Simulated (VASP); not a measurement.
**GaAs: single point with r2SCAN**

**The experiment to reproduce.**

From “Evidence of valence band perturbations in GaAsN/GaAs(001): A combined variable-angle spectroscopic ellipsometry and modulated photoreflectance investigation”, 2008, arxiv:0805.2212, for a bulk crystal of GaAs at 300 K: band gap 1.412 ± 0.01 eV (direct).

Crystal: GaAs.

```xyz
2
Lattice="0.0000 2.8331 2.8331 2.8331 0.0000 2.8331 2.8331 2.8331 0.0000" Properties=species:S:1:pos:R:3 pbc="T T T"
Ga    0.0000    0.0000    0.0000
As    1.4165    1.4165    1.4165
```

| Quantity | Value |
| --- | --- |
| Program | VASP 6.6.1 |
| Task | single point |
| Functional | r2SCAN |
| Potentials or basis | VASP PAW PBE potentials, release 64 (Ga_d, As) |
| Cutoff | 550 eV |
| k mesh | 8 × 8 × 8 |
| Occupations | gaussian, width 0.01 eV |
| Spin | no spin polarisation |
| Dipole correction | no |
| Further INCAR settings | ALGO = Normal; EDIFF = 1e-06; NBANDS = 16 |

- Pressure: 0.1 GPa
- Band gap on the k mesh: 0.94 eV, direct

Levels at points of the mesh, in eV from the valence-band top:
```
           k point  band 6  band 7  band 8  band 9  band 10  band 11  band 12  band 13
(0.00, 0.00, 0.00)  -13.16    0.00    0.00    0.00     0.94     4.04     4.04     4.04
(0.50, 0.00, 0.00)  -11.33   -6.78   -1.17   -1.17     1.34     4.98     4.98     8.28
(0.50, 0.50, 0.00)  -10.56   -6.96   -2.75   -2.75     1.77     1.95    10.81    10.81
```

It took 2.2 min on 1 thread of Intel Xeon 8259CL, on a shared host, peak memory 0.19 GiB.

Against the measured gap of GaAs, 1.412 eV (direct; 300 K; “Evidence of valence band perturbations in GaAsN/GaAs(001): A combined variable-angle spectroscopic ellipsometry and modulated photoreflectance investigation”, 2008, arxiv:0805.2212), the calculated 0.94 eV is off by -0.47 eV. 3 values of this kind are on record (1.412 to 1.51 eV); this one was drawn at random among those near their median, those with a stated uncertainty first. Spin-orbit coupling on As, Ga is left out. The value is that of r2SCAN on a finite k mesh, which can miss the band edges, without temperature or zero-point motion.

Caveat: the PAW data sets were made with another functional, which shifts forces and pressure a little.
